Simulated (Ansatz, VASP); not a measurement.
## Two plane-wave programs on AgCl

```xyz
2
Lattice="0.0000 2.7350 2.7350 2.7350 0.0000 2.7350 2.7350 2.7350 0.0000" Properties=species:S:1:pos:R:3 pbc="T T T"
Ag    0.0000    0.0000   -0.5743
Cl    2.7350    2.7350    3.3093
```

Change from the starting cell: shortest bond scaled by 0.58, PAW files.

Alike in both runs: task electric field gradients; functional LDA; k mesh 7 × 7 × 7; occupations fermi-dirac, width 0.03 eV; no spin polarisation.

|  | VASP | Ansatz |
| --- | --- | --- |
| version | VASP 6.6.1 | Ansatz 0.2.0 |
| potentials or method | VASP PAW LDA potentials, release 64 (Ag, Cl) | PAW with Ansatz's default frozen-core files, scalar-relativistic |
| plane-wave cutoff (eV) | 520 | 420 |
| valence electrons in the cell | 18 | 26 |

Ansatz gave:

* gap on the k mesh at the Fermi level (eV): 1.80
* pressure (GPa): 85.0
* traceless stress, the component that is largest in VASP (GPa): 173.15
* rms of the force components (eV/Å): 23.821
* size of Vzz on the site where it differs most (V/Å²): 28.4

Problem. Estimate VASP's values.

Solution. gap on the k mesh at the Fermi level (eV): 1.83; pressure (GPa): 87.3; traceless stress, the component that is largest in VASP (GPa): 177.46; rms of the force components (eV/Å): 24.429; size of Vzz on the site where it differs most (V/Å²): 482.5.

LDA's correlation is that of Perdew and Zunger in VASP and of Perdew and Wang (1992) in Ansatz. Atom by atom the forces differ by 0.608 eV/Å (rms over components). Both programs put the cell under a high pressure, so it lies far from rest at this level. VASP's potentials hold 18 valence electrons a cell and Ansatz's 26, so a difference there can come from the potentials and not from the codes.

Noted on VASP's run: the cell as given lies far from equilibrium.
